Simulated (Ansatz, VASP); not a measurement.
This is a calculation of BAs for VASP 6.6.1.

Contents of INCAR:

```
  PREC = Accurate
  ENCUT = 520
  EDIFF = 1E-7
  ISMEAR = -1
  SIGMA = 0.05
  LREAL = False
  LASPH = True
  NELM = 150
  ALGO = Normal
  ISIF = 2
  LWAVE = False
  LCHARG = True
  MAGMOM = 0 0 0 0 0 0
  LORBIT = 11
  LSORBIT = True
  GGA_COMPAT = False
  LORBMOM = True
  GGA = PE
  LVHAR = True
  NBANDS = 20
```

Contents of KPOINTS:

```
regular mesh
0
Gamma
  10 10 10
```

POSCAR

```
BAs
1.0
    0.0000000000      2.3397414207      2.3397414207
    2.3397414207      0.0000000000      2.3397414207
    2.3397414207      2.3397414207      0.0000000000
As B
1 1
Direct
    0.7500000000      0.7500000000      0.7500000000
    0.0000000000      0.0000000000      0.0000000000
```

Potentials or basis: VASP PAW PBE potentials, release 64 (As, B).

Command:

```sh
$ cat potpaw_PBE.64/As/POTCAR potpaw_PBE.64/B/POTCAR > POTCAR
$ mpirun -np 1 vasp_ncl > vasp.out
```

Question: Set up the same calculation for Ansatz 0.2.0. Potentials there: Ansatz PAW.

Answer: As run (the cutoff follows the program's own potentials):

Contents of input.yaml:

```yaml
crystal:
  lattice:
    - [0.0, 2.3397414207, 2.3397414207]
    - [2.3397414207, 0.0, 2.3397414207]
    - [2.3397414207, 2.3397414207, 0.0]
  atoms:
    - { symbol: As, position: [0.75, 0.75, 0.75] }
    - { symbol: B, position: [0.0, 0.0, 0.0] }
hamiltonian:
  xc: pbe
  pseudopotentials: { kind: paw_fr }
magnetization:
  noncollinear: true
  spin_orbit: true
kpoints:
  mp_grid: { grid: [10, 10, 10] }
scf:
  occupations: { method: fermi_dirac, width: 0.05 }
output:
  forces: true
  stress: true
  eigenvalues: true
```

Potentials or basis: Ansatz PAW.

The run is started by

```console
$ ansatz run input.yaml --threads 2 --pin off --max-ram 5120MiB --backend cpu --events-out ev --progress --plain --runs-dir out
```

Both were run:

|  | VASP | Ansatz | Ansatz less VASP |
| --- | --- | --- | --- |
| pressure (GPa) | 13.7 | 12.8 | -0.90 |
| net moment per atom (μB) | 0.00 | 0.00 | 0.000 |

The functional is the same, so the differences come from potentials, cutoffs and numerics. VASP's potentials hold 8 valence electrons a cell and Ansatz's 18, so a difference there can come from the potentials and not from the codes.
